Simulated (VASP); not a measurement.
Set up this calculation in VASP 6.6.1, as the native input.

```yaml
Task: single point
Functional: r2SCAN
Potentials_or_basis: VASP PAW PBE potentials, release 64 (In_d, As)
Cutoff: 520 eV
k_mesh: 6 × 6 × 6
Occupations: fermi-dirac, width 0.02 eV
Spin: no spin polarisation
Dipole_correction: no
Further_INCAR_settings: ALGO = Normal; EDIFF = 1e-06; NBANDS = 16
```

InAs:

```
CELL_PARAMETERS angstrom
0.00000 2.99224 2.99224
2.99224 0.00000 2.99224
2.99224 2.99224 0.00000
ATOMIC_POSITIONS crystal
In 0.00000 0.00000 0.00000
As 0.25000 0.25000 0.25000
```

These files were run (other wordings do the same):

POSCAR

```
InAs
1.0
    0.0000000000      2.9922354926      2.9922354926
    2.9922354926      0.0000000000      2.9922354926
    2.9922354926      2.9922354926      0.0000000000
In As
1 1
Direct
    0.0000000000      0.0000000000      0.0000000000
    0.2500000000      0.2500000000      0.2500000000
```

INCAR.step1

```
PREC = Accurate ; ENCUT = 520
ISMEAR = -1 ; SIGMA = 0.02
LREAL = False ; LASPH = True
NELM = 100 ; NBANDS = 16
GGA = PE ; ALGO = Normal
EDIFF = 1E-4 ; LWAVE = True
LCHARG = False
```

INCAR.step2

```
PREC = Accurate ; ENCUT = 520
EDIFF = 1E-6 ; ISMEAR = -1
SIGMA = 0.02 ; LREAL = False
LASPH = True ; NELM = 100
ALGO = Normal ; ISIF = 2
LWAVE = False ; LCHARG = False
METAGGA = R2SCAN ; LMIXTAU = True
NBANDS = 16 ; ISTART = 1
```

KPOINTS

```
regular mesh
0
Gamma
  6 6 6
```

Potentials or basis: VASP PAW PBE potentials, release 64 (In_d, As).

Run with:

```sh
$ cat potpaw_PBE.64/In_d/POTCAR potpaw_PBE.64/As/POTCAR > POTCAR
$ cp INCAR.step1 INCAR
$ mpirun -np 1 vasp_std > vasp.out
$ cp INCAR.step2 INCAR
$ mpirun -np 1 vasp_std > vasp.out
```

Results of the run:

```yaml
Pressure: 4.1 GPa
Band_gap_on_the_k_mesh: 0.42 eV
```

Caveat: the cell stands under pressure; the PAW data sets were made with another functional, which shifts forces and pressure a little; spin-orbit coupling is left out, which moves the levels of the heavy elements.

It took 54 s on 1 thread of Intel(R) Xeon(R) Platinum 8259CL CPU @ 2.50GHz (Skylake/Cascade Lake) (shared host), peak memory 0.19 GiB.
